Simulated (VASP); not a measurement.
Set up this calculation in VASP 6.6.1, as the native input.

| Quantity | Value |
| --- | --- |
| Task | single point |
| Functional | PBE |
| Potentials or basis | VASP PAW PBE potentials, release 64 (Na_pv, I) |
| Cutoff | 520 eV |
| k mesh | 6 × 6 × 6 |
| Occupations | gaussian, width 0.02 eV |
| Spin | no spin polarisation |
| Dipole correction | no |
| Further INCAR settings | ALGO = Normal; EDIFF = 1e-06; NBANDS = 14 |

The structure of NaI lies in POSCAR:

```
NaI
1.0
    0.0000000000      3.3286710919      3.3286710919
    3.3286710919      0.0000000000      3.3286710919
    3.3286710919      3.3286710919      0.0000000000
Na I
1 1
Direct
    0.5000000000      0.5000000000      0.5000000000
    0.0000000000      0.0000000000      0.0000000000
```

This cell differs from its parent crystal: volume scaled by 1.06.

These files were run (other wordings do the same):

INCAR

```
  ALGO = Normal
  EDIFF = 1E-6
  ENCUT = 520
  GGA = PE
  ISIF = 2
  ISMEAR = 0
  LASPH = True
  LCHARG = True
  LELF = True
  LREAL = False
  LVHAR = True
  LWAVE = False
  NBANDS = 14
  NELM = 100
  PREC = Accurate
  SIGMA = 0.02
```

KPOINTS

```
k-points
0
Gamma
  6 6 6
```

Potentials or basis: VASP PAW PBE potentials, release 64 (Na_pv, I).

Launch:

```bash
$ cat potpaw_PBE.64/Na_pv/POTCAR potpaw_PBE.64/I/POTCAR > POTCAR
$ mpirun -np 1 vasp_std > vasp.out
```

Results of the run:

```json
{"Pressure": "-0.7 GPa", "Band gap on the k mesh": "3.43 eV, direct"}
```

Caveat: spin-orbit coupling is left out, which moves the levels of the heavy elements.

Wall time 16 s on 1 thread of Intel(R) Xeon(R) Platinum 8259CL CPU @ 2.50GHz (Skylake/Cascade Lake) (shared host), peak memory 0.2 GiB.
